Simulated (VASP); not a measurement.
# MgO (Fm-3m) in VASP: notebook

Aim: see how the results for MgO move with the level of theory and the settings. Levels: PBE+D3(BJ), revPBE+D3(BJ), PBE. Tasks: single point.

Everything below comes from runs of VASP 6.6.1. Logs are shortened: lines on timing, memory, paths and dates and some standing lists are left out, and cuts for length are marked.

**What was measured.**

From “Electronic structure of alkaline earth and post-transition metal oxides”, 2009, arxiv:0908.1581, for a bulk crystal of MgO: band gap 7.83 eV.

The results are compared with them further down.

### Step 1. The cell of the first run

The structure is cubic, space group Fm-3m (No. 225). The conventional cell has a = 4.159 Å, b = 4.159 Å, c = 4.159 Å, α = 90.00°, β = 90.00°, γ = 90.00°. Within 2.8 Å of Mg (site symmetry m-3m) lie 6 O at 2.08 Å. O (site symmetry m-3m) has 6 Mg at 2.08 Å within 2.8 Å.

### Step 2. Single point, PBE+D3(BJ) (volume scaled by 0.96)

Contents of INCAR:

```
SYSTEM = MgO
ALGO     = Normal         ! electronic algorithm
EDIFF    = 1E-6           ! SCF threshold, eV
ENCUT    = 520            ! plane-wave cutoff, eV
GGA      = PE             ! functional
ISIF     = 2              ! what is computed and relaxed
ISMEAR   = 0              ! smearing method
IVDW     = 12             ! dispersion correction
LASPH    = .TRUE.         ! aspherical terms in the spheres
LCHARG   = .FALSE.        ! write CHGCAR
LREAL    = .FALSE.        ! projectors in reciprocal space
LWAVE    = .FALSE.        ! write WAVECAR
NBANDS   = 11             ! bands
NELM     = 60             ! most SCF steps
PREC     = Accurate       ! precision mode
SIGMA    = 0.05           ! smearing width, eV
```

Contents of KPOINTS:

```
k-points
0
G
  10 10 10
  0 0 0
```

Contents of POSCAR:

```
MgO
1.0
    0.0000000000      2.0794415648      2.0794415648
    2.0794415648      0.0000000000      2.0794415648
    2.0794415648      2.0794415648      0.0000000000
Mg O
1 1
Direct
    0.0000000000      0.0000000000      0.0000000000
    0.5000000000      0.5000000000      0.5000000000
```

Potentials or basis: VASP PAW PBE potentials, release 64 (Mg, O).

On the command line:

```console
$ cat potpaw_PBE.64/Mg/POTCAR potpaw_PBE.64/O/POTCAR > POTCAR
$ mpirun -np 1 vasp_std > vasp.out
```

OUTCAR:

```text
SYSTEM = MgO
   EDIFF = 1E-6
   ENCUT = 520
   GGA = PE
   ISIF = 2
   ISMEAR = 0
   IVDW = 12
   LASPH = .TRUE.
   LREAL = .FALSE.
   NELM = 60
   PREC = Accurate
 IVDW          = 12

 ion  position               nearest neighbor table
   1  0.000  0.000  0.000-   2 2.08   2 2.08   2 2.08   2 2.08   2 2.08   2 2.08
   2  0.500  0.500  0.500-   1 2.08   1 2.08   1 2.08   1 2.08   1 2.08   1 2.08

  LATTYP: Found a face centered cubic cell.
 ALAT       =     4.1588831296

  Lattice vectors:

 A1 = (   0.0000000000,   2.0794415648,   2.0794415648)
 A2 = (   2.0794415648,   0.0000000000,   2.0794415648)
 A3 = (   2.0794415648,   2.0794415648,   0.0000000000)

Analysis of symmetry for initial positions (statically):
=====================================================================
 Subroutine PRICEL returns:
 Original cell was already a primitive cell.

 Routine SETGRP: Setting up the symmetry group for a
 face centered cubic supercell.

 Subroutine GETGRP returns: Found 48 space group operations
 (whereof 48 operations were pure point group operations)
 out of a pool of 48 trial point group operations.

The static configuration has the point symmetry O_h .

Analysis of symmetry for dynamics (positions and initial velocities):
=====================================================================
 Subroutine PRICEL returns:
 Original cell was already a primitive cell.

 Routine SETGRP: Setting up the symmetry group for a
 face centered cubic supercell.

 Subroutine GETGRP returns: Found 48 space group operations
 (whereof 48 operations were pure point group operations)
 out of a pool of 48 trial point group operations.

The dynamic configuration has the point symmetry O_h .

 Subroutine INISYM returns: Found 48 space group operations
 (whereof 48 operations are pure point group operations),
 and found     1 'primitive' translations

----------------------------------------------------------------------------------------

                                     Primitive cell

  volume of cell :      17.9833

  direct lattice vectors                    reciprocal lattice vectors
     0.000000000  2.079441565  2.079441565    -0.240449171  0.240449171  0.240449171
     2.079441565  0.000000000  2.079441565     0.240449171 -0.240449171  0.240449171
     2.079441565  2.079441565  0.000000000     0.240449171  0.240449171 -0.240449171

  length of vectors
     2.940774463  2.940774463  2.940774463     0.416470180  0.416470180  0.416470180

  position of ions in fractional coordinates (direct lattice)
     0.000000000  0.000000000  0.000000000
     0.500000000  0.500000000  0.500000000

  ion indices of the primitive-cell ions
   primitive index   ion index
                 1           1
                 2           2

----------------------------------------------------------------------------------------

 KPOINTS: k-points

Automatic generation of k-mesh.
 Grid dimensions read from file:
 generate k-points for:   10   10   10

 Generating k-lattice:

  Cartesian coordinates                     Fractional coordinates (reciprocal lattice)
    -0.024044917  0.024044917  0.024044917     0.100000000  0.000000000  0.000000000
     0.024044917 -0.024044917  0.024044917     0.000000000  0.100000000  0.000000000
     0.024044917  0.024044917 -0.024044917     0.000000000  0.000000000  0.100000000

  Length of vectors
     0.041647018  0.041647018  0.041647018

  Shift w.r.t. Gamma in fractional coordinates (k-lattice)
     0.000000000  0.000000000  0.000000000

 Subroutine IBZKPT returns following result:
 ===========================================

 Found     47 irreducible k-points:

 Following reciprocal coordinates:
            Coordinates               Weight
  0.000000  0.000000  0.000000      1.000000
  0.100000  0.000000  0.000000      8.000000
  0.200000  0.000000  0.000000      8.000000
  0.300000  0.000000  0.000000      8.000000
  0.400000  0.000000  0.000000      8.000000
  0.500000  0.000000  0.000000      4.000000
[... 16 lines left out ...]
  0.300000  0.300000  0.000000      6.000000
  0.400000  0.300000  0.000000     24.000000
 [... further k-points ...]
   k-points           NKPTS =     47   k-points in BZ     NKDIM =     47   number of bands    NBANDS=     11
   number of dos      NEDOS =    301   number of ions     NIONS =      2
   total plane-waves  NPLWV =  13824
   dimension x,y,z NGX =    24 NGY =   24 NGZ =   24
   dimension x,y,z NGXF=    48 NGYF=   48 NGZF=   48
   ions per type =               1   1
   NGX,Y,Z   is equivalent  to a cutoff of  13.57, 13.57, 13.57 a.u.
   NGXF,Y,Z  is equivalent  to a cutoff of  27.14, 27.14, 27.14 a.u.
 SYSTEM =  MgO
   PREC   = accura    normal or accurate (medium, high low for compatibility)
   ISTART =      0    job   : 0-new  1-cont  2-samecut
   ICHARG =      2    charge: 1-file 2-atom 10-const
   ISPIN  =      1    spin polarized calculation?
   LNONCOLLINEAR =      F non collinear calculations
   LSORBIT =      F    spin-orbit coupling
   LASPH  =      T    aspherical Exc in radial PAW
   ENCUT  =  520.0 eV  38.22 Ry    6.18 a.u.   5.47  5.47  5.47*2*pi/ulx,y,z
   NELM   =     60;   NELMIN=  2; NELMDL= -5     # of ELM steps
   EDIFF  = 0.1E-05   stopping-criterion for ELM
   LREAL  =      F    real-space projection
   EDIFFG = 0.1E-04   stopping-criterion for IOM
   NSW    =      0    number of steps for IOM
   IBRION =     -1    ionic relax: 0-MD 1-quasi-New 2-CG
   NFREE  =      0    steps in history (QN), initial steepest desc. (CG)
   ISIF   =      2    stress and relaxation
   ISYM   =      2    0-nonsym 1-usesym 2-fastsym
   POTIM  = 0.5000    time-step for ionic-motion
   TEBEG  =    0.0;   TEEND  =   0.0 temperature during run
   PSTRESS=    0.0 pullay stress
   NELECT =       8.0000    total number of electrons
   NUPDOWN=      -1.0000    fix difference up-down
   EMIN   =  10.00;   EMAX   =-10.00  energy-range for DOS
   EFERMI =   0.00;   METHOD = LEGACY
   ISMEAR =     0;   SIGMA  =   0.05  broadening in eV -4-tet -1-fermi 0-gaus
   EFERMI_NEDOS =   21; number of points for ismear=-14 and -15
   IALGO  =     38    algorithm
   IMIX   =      4    mixing-type and parameters
     AMIX     =   0.40;   BMIX     =  1.00
     AMIX_MAG =   1.60;   BMIX_MAG =  1.00
  volume/ion in A,a.u.               =       8.99        60.68
  Fermi-wavevector in a.u.,A,eV,Ry     =   1.249726  2.361640 21.249781  1.561815
  Thomas-Fermi vector in A             =   2.383753
   LORBIT       =      0    0 simple, 1 ext, 2 COOP (PROOUT), +10 PAW based schemes
   GGA     = PE    functional components
   LHFCALC =     F    Hartree Fock is set to
   AEXX    =    0.0000 exact exchange contribution
   IVDW    =    12    specifies the selected vdW correction
   LEPSILON=     F    determine dielectric tensor
   LRPA    =     F    only Hartree local field effects (RPA)
 non-spin polarized calculation
 Gauss-broadening in eV      SIGMA  =   0.05
  energy-cutoff  :      520.00
  volume of cell :       17.98
 maximum number of plane-waves:       531
 NGX is ok and might be reduce to    24
   NGX = 11   NGY = 11   NGZ = 11

 number of electron       8.0000000 magnetization

 Free energy of the ion-electron system (eV)
  ---------------------------------------------------
  ext. energy  EPLUGINS =         0.00000000
  ---------------------------------------------------
  free energy    TOTEN  =       -11.87274802 eV

  energy without entropy =      -11.87274802  energy(sigma->0) =      -11.87274802

 E-fermi :   3.6988     XC(G=0): -11.2607

 val. band max:        3.4792427950   @ k =   0.0000   0.0000   0.0000
 cond. band min:       8.5856435206   @ k =   0.0000   0.0000   0.0000
 fundamental gap:      5.1064007256
 Fermi energy:         3.6988493037

 k-point     1 :       0.0000    0.0000    0.0000
  band No.  band energies     occupation
      1     -13.9845      2.00000
      2       3.4792      2.00000
      3       3.4792      2.00000
      4       3.4792      2.00000
      5       8.5856      0.00000
      6      19.4944      0.00000
      7      19.4944      0.00000
      8      19.4944      0.00000
      9      23.5129      0.00000
     10      25.3323      0.00000
     11      25.3323      0.00000

 k-point     2 :       0.1000    0.0000    0.0000
  band No.  band energies     occupation
      1     -13.8714      2.00000
      2       2.8200      2.00000
      3       3.4070      2.00000
      4       3.4070      2.00000
      5       9.2101      0.00000
      6      18.2341      0.00000
      7      19.7490      0.00000
      8      19.7490      0.00000
      9      24.6585      0.00000
     10      24.6585      0.00000
     11      25.2412      0.00000

 k-point     3 :       0.2000    0.0000    0.0000
  band No.  band energies     occupation
      1     -13.5602      2.00000
      2       1.4609      2.00000
      3       3.2242      2.00000
      4       3.2242      2.00000
      5      10.4009      0.00000
      6      16.7339      0.00000
      7      20.2821      0.00000
      8      20.2821      0.00000
      9      23.9816      0.00000
     10      23.9816      0.00000
     11      26.3636      0.00000
[... 267 lines left out ...]
 k-point    23 :       0.3000    0.3000    0.0000
  band No.  band energies     occupation
      1     -12.9238      2.00000
      2       0.2260      2.00000
      3       2.5026      2.00000
      4       2.5026      2.00000
      5      12.7424      0.00000
      6      13.9893      0.00000
      7      18.3364      0.00000
      8      21.8851      0.00000
      9      21.8851      0.00000
     10      28.0564      0.00000
     11      31.6558      0.00000

 k-point    24 :       0.4000    0.3000    0.0000
  band No.  band energies     occupation
      1     -12.6572      2.00000
      2      -0.2219      2.00000
      3       2.1205      2.00000
      4       2.3489      2.00000
      5      13.3878      0.00000
      6      13.8286      0.00000
      7      17.4946      0.00000
      8      22.1662      0.00000
      9      22.3800      0.00000
     10      28.8406      0.00000
     11      31.2371      0.00000

 [... further k-points ...]

------------------------ aborting loop because EDIFF is reached ----------------------------------------

 Edisp (eV)   -0.60972

 E8    (eV) :    -0.2388

  FORCE on cell =-STRESS in cart. coord.  units (eV):
  Direction    XX          YY          ZZ          XY          YZ          ZX
  --------------------------------------------------------------------------------------
  -------------------------------------------------------------------------------------
  Total       0.59273     0.59273     0.59273     0.00000    -0.00000    -0.00000
  in kB      52.80764    52.80764    52.80764     0.00000    -0.00000    -0.00000
  external pressure =       52.81 kB  Pullay stress =        0.00 kB

 VOLUME and BASIS-vectors are now :
 -----------------------------------------------------------------------------
  energy-cutoff  :      520.00
  volume of cell :       17.98
      direct lattice vectors                 reciprocal lattice vectors
     0.000000000  2.079441565  2.079441565    -0.240449171  0.240449171  0.240449171
     2.079441565  0.000000000  2.079441565     0.240449171 -0.240449171  0.240449171
     2.079441565  2.079441565  0.000000000     0.240449171  0.240449171 -0.240449171

 POSITION                                       TOTAL-FORCE (eV/Angst)
 -----------------------------------------------------------------------------------
      0.00000      0.00000      0.00000        -0.000000     -0.000000      0.000000
      2.07944      2.07944      2.07944         0.000000      0.000000      0.000000
 -----------------------------------------------------------------------------------
    total drift:                               -0.000000     -0.000000      0.000000

  FREE ENERGIE OF THE ION-ELECTRON SYSTEM (eV)
  ---------------------------------------------------
  free  energy   TOTEN  =       -12.4824649145 eV

  energy  without entropy=      -12.4824649145  energy(sigma->0) =      -12.48246491
```

Run time: 4.8 s. Hardware: 1 thread of Intel Xeon 6975P-C, shared host; peak memory 0.15 GiB.

Results:

```
Free energy                : -12.4825 eV
Pressure                   : 5.3 GPa
Band gap on the k mesh     : 5.11 eV, direct
Dispersion energy per atom : -0.305 eV
```

Caveat: three body term missing.

### Step 3. Single point, revPBE+D3(BJ) (volume scaled by 0.98)

Contents of INCAR:

```
SYSTEM = MgO
PREC = Accurate
ENCUT = 520
EDIFF = 1E-6
ISMEAR = 0
SIGMA = 0.05
LREAL = .False.
LASPH = .True.
NELM = 100
ALGO = Normal
ISIF = 2
LWAVE = .False.
LCHARG = .False.
GGA = RE
IVDW = 12
NBANDS = 11
```

Contents of KPOINTS:

```
Automatic mesh
0
Gamma
  10 10 10
  0 0 0
```

Contents of POSCAR:

```
MgO
1.0
    0.0000000000      2.0843751092      2.0843751092
    2.0843751092      0.0000000000      2.0843751092
    2.0843751092      2.0843751092      0.0000000000
Mg O
1 1
Direct
    0.0000000000      0.0000000000      0.0000000000
    0.5000000000      0.5000000000      0.5000000000
```

Potentials or basis: VASP PAW PBE potentials, release 64 (Mg, O).

On the command line:

```console
$ cat potpaw_PBE.64/Mg/POTCAR potpaw_PBE.64/O/POTCAR > POTCAR
$ mpirun -np 1 vasp_std > vasp.out
```

Run time: 5.7 s. Hardware: 1 thread of Intel Xeon 6975P-C, shared host; peak memory 0.15 GiB.

Results (log left out):

| Property | Result |
| --- | --- |
| Free energy | -12.4488 eV |
| Pressure | 2.4 GPa |
| Band gap on the k mesh | 5.11 eV, direct |
| Dispersion energy per atom | -0.591 eV |

Levels at points of the mesh, in eV from the valence-band top:
```tsv
k point	band 2	band 3	band 4	band 5	band 6	band 7
(0.00, 0.00, 0.00)	0.00	0.00	0.00	5.11	16.08	16.08
(0.50, 0.00, 0.00)	-4.72	-0.68	-0.68	8.17	13.07	16.75
(0.50, 0.50, 0.00)	-4.19	-1.38	-1.38	9.24	10.46	13.53
```

Caveat: the PAW data sets were made with another functional, which shifts forces and pressure a little.

### Step 4. Single point, revPBE+D3(BJ) (volume scaled by 0.96)

Contents of INCAR:

```
ALGO     = Normal         # electronic algorithm
EDIFF    = 1E-7           # SCF threshold, eV
ENCUT    = 520            # plane-wave cutoff, eV
GGA      = RE             # functional
ISIF     = 2              # what is computed and relaxed
ISMEAR   = 0              # smearing method
IVDW     = 12             # dispersion correction
LASPH    = True           # aspherical terms in the spheres
LCHARG   = True           # write CHGCAR
LELF     = True           # ELF
LREAL    = False          # projectors in reciprocal space
LVHAR    = True         
LWAVE    = False          # write WAVECAR
NBANDS   = 11             # bands
NELM     = 60             # most SCF steps
PREC     = Accurate       # precision mode
SIGMA    = 0.05           # smearing width, eV
```

Contents of KPOINTS:

```
k-points
0
Gamma
  10 10 10
```

Contents of POSCAR:

```
MgO
1.0
    0.0000000000      2.0700981193      2.0700981193
    2.0700981193      0.0000000000      2.0700981193
    2.0700981193      2.0700981193      0.0000000000
Mg O
1 1
Direct
    0.0000000000      0.0000000000      0.0000000000
    0.5000000000      0.5000000000      0.5000000000
```

Potentials or basis: VASP PAW PBE potentials, release 64 (Mg, O).

On the command line:

```console
$ cat potpaw_PBE.64/Mg/POTCAR potpaw_PBE.64/O/POTCAR > POTCAR
$ mpirun -np 1 vasp_std > vasp.out
```

OUTCAR:

```text
EDIFF = 1E-7
   ENCUT = 520
   GGA = RE
   ISIF = 2
   ISMEAR = 0
   IVDW = 12
   LASPH = True
   LREAL = False
   NELM = 60
   PREC = Accurate
 IVDW          = 12

 ion  position               nearest neighbor table
   1  0.000  0.000  0.000-   2 2.07   2 2.07   2 2.07   2 2.07   2 2.07   2 2.07
   2  0.500  0.500  0.500-   1 2.07   1 2.07   1 2.07   1 2.07   1 2.07   1 2.07

  LATTYP: Found a face centered cubic cell.
 ALAT       =     4.1401962386

  Lattice vectors:
[... 524 lines left out ...]

------------------------ aborting loop because EDIFF is reached ----------------------------------------

 Edisp (eV)   -1.20801

 E8    (eV) :    -0.8017

  FORCE on cell =-STRESS in cart. coord.  units (eV):
  Direction    XX          YY          ZZ          XY          YZ          ZX
  --------------------------------------------------------------------------------------
  -------------------------------------------------------------------------------------
  Total       0.68473     0.68473     0.68473     0.00000     0.00000     0.00000
  in kB      61.83414    61.83414    61.83414     0.00000     0.00000     0.00000
  external pressure =       61.83 kB  Pullay stress =        0.00 kB

 VOLUME and BASIS-vectors are now :
 -----------------------------------------------------------------------------
  energy-cutoff  :      520.00
  volume of cell :       17.74
      direct lattice vectors                 reciprocal lattice vectors
     0.000000000  2.070098119  2.070098119    -0.241534445  0.241534445  0.241534445
     2.070098119  0.000000000  2.070098119     0.241534445 -0.241534445  0.241534445
     2.070098119  2.070098119  0.000000000     0.241534445  0.241534445 -0.241534445

 POSITION                                       TOTAL-FORCE (eV/Angst)
 -----------------------------------------------------------------------------------
      0.00000      0.00000      0.00000        -0.000000     -0.000000      0.000000
      2.07010      2.07010      2.07010         0.000000      0.000000      0.000000
 -----------------------------------------------------------------------------------
    total drift:                               -0.000000     -0.000000      0.000000

  FREE ENERGIE OF THE ION-ELECTRON SYSTEM (eV)
  ---------------------------------------------------
  free  energy   TOTEN  =       -12.4384529563 eV

  energy  without entropy=      -12.4384529563  energy(sigma->0) =      -12.43845296
```

OSZICAR:

```text
N       E                     dE             d eps       ncg     rms          rms(c)
DAV:   1     0.137035656875E+02    0.13704E+02   -0.46432E+03  1210   0.648E+02
DAV:   2    -0.122229392462E+02   -0.25927E+02   -0.25527E+02  1183   0.138E+02
DAV:   3    -0.127862988942E+02   -0.56336E+00   -0.56288E+00  1240   0.167E+01
DAV:   4    -0.127877365391E+02   -0.14376E-02   -0.14376E-02  1154   0.951E-01
DAV:   5    -0.127877414486E+02   -0.49094E-05   -0.49094E-05  1178   0.521E-02    0.731E+00
DAV:   6    -0.112301186091E+02    0.15576E+01   -0.82497E+00  1067   0.163E+01    0.214E+00
DAV:   7    -0.112285093624E+02    0.16092E-02   -0.49714E-02  1142   0.204E+00    0.135E+00
DAV:   8    -0.112306472371E+02   -0.21379E-02   -0.28675E-02  1094   0.188E+00    0.211E-01
DAV:   9    -0.112303612350E+02    0.28600E-03   -0.50398E-04  1187   0.151E-01    0.122E-01
DAV:  10    -0.112304387510E+02   -0.77516E-04   -0.65874E-04  1121   0.188E-01    0.212E-02
DAV:  11    -0.112304383035E+02    0.44751E-06   -0.17795E-05  1187   0.292E-02    0.390E-03
DAV:  12    -0.112304380724E+02    0.23105E-06   -0.53069E-07  1181   0.614E-03    0.846E-04
DAV:  13    -0.112304381366E+02   -0.64108E-07   -0.27994E-08   631   0.107E-03
   1 F= -.12438453E+02 E0= -.12438453E+02  d E =-.253553E-19
```

It took 5 s on 1 thread of Intel Xeon 6975P-C, shared host; peak memory 0.15 GiB.

Results:

| Item | Value |
| --- | --- |
| Free energy | -12.4385 eV |
| Pressure | 6.2 GPa |
| Band gap on the k mesh | 5.33 eV, direct |
| Dispersion energy per atom | -0.604 eV |

Caveat: the PAW data sets were made with another functional, which shifts forces and pressure a little.

(Continued in part 2 of 2.)
